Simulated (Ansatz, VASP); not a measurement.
# AlP in VASP and in Ansatz

File INCAR:

```
SYSTEM = AlP
PREC = Accurate
ENCUT = 500
EDIFF = 1E-6
ISMEAR = 0
SIGMA = 0.01
LREAL = .False.
LASPH = .True.
NELM = 120
ALGO = Normal
ISIF = 2
LWAVE = .False.
LCHARG = .True.
GGA = PS
LELF = .True.
LVHAR = .True.
NBANDS = 11
GGA_COMPAT = .False.
```

KPOINTS

```
regular mesh
0
Gamma
  8 8 8
  0 0 0
```

File POSCAR:

```
AlP
1.0
    0.0000000000      2.7351565883      2.7351565883
    2.7351565883      0.0000000000      2.7351565883
    2.7351565883      2.7351565883      0.0000000000
Al P
1 1
Direct
    0.0000000000      0.0000000000      0.0000000000
    0.2500000000      0.2500000000      0.2500000000
```

Input for Ansatz:

```yaml
crystal:
  lattice:
    - [0.0, 2.7351565883, 2.7351565883]
    - [2.7351565883, 0.0, 2.7351565883]
    - [2.7351565883, 2.7351565883, 0.0]
  atoms:
    - { symbol: Al, position: [0.0, 0.0, 0.0] }
    - { symbol: P, position: [0.25, 0.25, 0.25] }
basis:
  ecutwfc: 420
kpoints:
  mp_grid: { grid: [8, 8, 8] }
  band_path:
    path:
      - [0.0, 0.0, 0.0]
      - [0.0, 0.0, 0.0]
      - [0.0, 0.0, 0.0]
      - [0.0, 0.0, 0.0]
      - [0.0, 0.0, 0.0]
      - [0.0, 0.0, 0.0]
      - [0.0, 0.0, 0.0]
      - [0.0, 0.0, 0.0]
      - [0.0, 0.0, 0.0]
      - [0.0, 0.0, 0.0]
      - [0.0, 0.0, 0.0]
      - [0.0, 0.0, 0.0]
      - [0.0, 0.0, 0.0]
      - [0.0, 0.0, 0.0]
      - [0.0, 0.0, 0.0]
      - [0.0, 0.0, 0.0]
      - [0.0, 0.0, 0.0]
      - [0.0, 0.0, 0.0]
      - [0.0, 0.0, 0.0]
      - [0.0, 0.0, 0.0]
      - [0.0, 0.0, 0.0]
      - [0.0, 0.0, 0.0]
      - [0.0, 0.0, 0.0]
      - [0.0, 0.0, 0.0]
      - [0.0, 0.0, 0.0]
      - [0.0, 0.0, 0.0]
      - [0.3, 0.3, 0.0]
      - [0.3166666667, 0.3166666667, 0.0]
      - [0.3333333333, 0.3333333333, 0.0]
      - [0.35, 0.35, 0.0]
      - [0.3666666667, 0.3666666667, 0.0]
      - [0.3833333333, 0.3833333333, 0.0]
      - [0.4, 0.4, 0.0]
      - [0.4166666667, 0.4166666667, 0.0]
      - [0.4333333333, 0.4333333333, 0.0]
      - [0.45, 0.45, 0.0]
      - [0.4666666667, 0.4666666667, 0.0]
      - [0.4833333333, 0.4833333333, 0.0]
      - [0.5, 0.5, 0.0]
      - [0.5, 0.5, 0.5]
      - [0.5, 0.5, 0.5]
      - [0.5, 0.5, 0.5]
      - [0.5, 0.5, 0.5]
      - [0.5, 0.5, 0.5]
      - [0.5, 0.5, 0.5]
      - [0.5, 0.5, 0.5]
      - [0.5, 0.5, 0.5]
      - [0.5, 0.5, 0.5]
      - [0.5, 0.5, 0.5]
      - [0.5, 0.5, 0.5]
      - [0.5, 0.5, 0.5]
      - [0.5, 0.5, 0.5]
    npoints: 1
hamiltonian:
  xc: pbesol
  pseudopotentials: { kind: paw, azcp: { folder: soft_1 } }
scf:
  occupations: { method: fixed }
  n_extra_bands: 5
output:
  eigenvalues: true
```

Alike in both runs: task single point; functional PBEsol; k mesh 8 × 8 × 8; no spin polarisation.

|  | VASP | Ansatz |
| --- | --- | --- |
| version | VASP 6.6.1 | Ansatz 0.2.0 |
| potentials or method | VASP PAW PBE potentials, release 64 (Al, P), cutoff 500 eV | scalar-relativistic, plane waves, PAW |
| occupations | gaussian, width 0.01 eV | fixed |
| valence electrons in the cell | 8 | 8 |

```csv
,VASP,Ansatz,Ansatz less VASP
gap on the k mesh at the Fermi level (eV),1.45,1.45,+0.002
least direct gap on the mesh (eV),3.16,3.15,-0.006
```

VASP's potentials were made for PBE, not for PBEsol, and Ansatz warns of the same on its side.
